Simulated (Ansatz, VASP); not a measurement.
Two plane-wave programs on Zn

The input INCAR:

```
SYSTEM = Zn
PREC = Accurate
ENCUT = 600
EDIFF = 1E-6
ISMEAR = 0
SIGMA = 0.1
LREAL = .FALSE.
LASPH = .TRUE.
NELM = 80
ALGO = Fast
ISIF = 3
LWAVE = .FALSE.
LCHARG = .FALSE.
GGA = PE
IBRION = 2
NSW = 100
EDIFFG = -0.01
```

KPOINTS

```
Automatic mesh
0
G
  12 12 12
  0 0 0
```

POSCAR

```
Zn
1.0
    3.9313266200      0.0000000000      0.0000000000
    0.0000000000      3.9313266200      0.0000000000
    0.0000000000      0.0000000000      3.9313266200
Zn
4
Direct
    0.0299999900      0.0299999900      0.0299999900
    0.4700000100      0.9700000100      0.5299999900
    0.5299999900      0.4700000100      0.9700000100
    0.9700000100      0.5299999900      0.4700000100
```

Input for Ansatz:

```yaml
crystal:
  lattice:
    - [3.93132662, 0.0, 0.0]
    - [0.0, 3.93132662, 0.0]
    - [0.0, 0.0, 3.93132662]
  atoms:
    - { symbol: Zn, position: [0.02999999, 0.02999999, 0.02999999] }
    - { symbol: Zn, position: [0.47000001, 0.97000001, 0.52999999] }
    - { symbol: Zn, position: [0.52999999, 0.47000001, 0.97000001] }
    - { symbol: Zn, position: [0.97000001, 0.52999999, 0.47000001] }
basis:
  ecutwfc: 420
kpoints:
  mp_grid: { grid: [12, 12, 12] }
hamiltonian:
  xc: pbe
scf:
  occupations: { method: gaussian, width: 0.1 }
output:
  forces: true
  stress: true
  eigenvalues: true
  write_density: true
  write_potential: true
  elf: true
  volumetric_format: npy
relax:
  adjacent_minimum: "off"
  f_tol: 0.01
  max_steps: 80
  cell: { stress_tol: 0.05 }
```

Alike in both runs: task relaxation of cell and atoms; functional PBE; k mesh 12 × 12 × 12; occupations gaussian, width 0.1 eV; no spin polarisation.

```csv
,VASP,Ansatz
version,VASP 6.6.1,Ansatz 0.2.0
potentials or method,"VASP PAW PBE potentials, release 64 (Zn), cutoff 600 eV","scalar-relativistic, plane waves, PAW"
valence electrons in the cell,48,48
```

|  | VASP | Ansatz | Ansatz less VASP |
| --- | --- | --- | --- |
| gap on the k mesh at the Fermi level, each at its own relaxed structure (eV) | none | none | - |
| relaxed volume (Å³/atom) | 15.22 | 15.16 | -0.057 |
| relaxed cell length with the largest relative difference (Å) | 3.934 | 3.929 | -0.0049 |

A gap of «none» marks a metal or a gap that the smearing closes.

Noted on VASP's run: too few bands were computed for a metal, which touches its energy and stress.
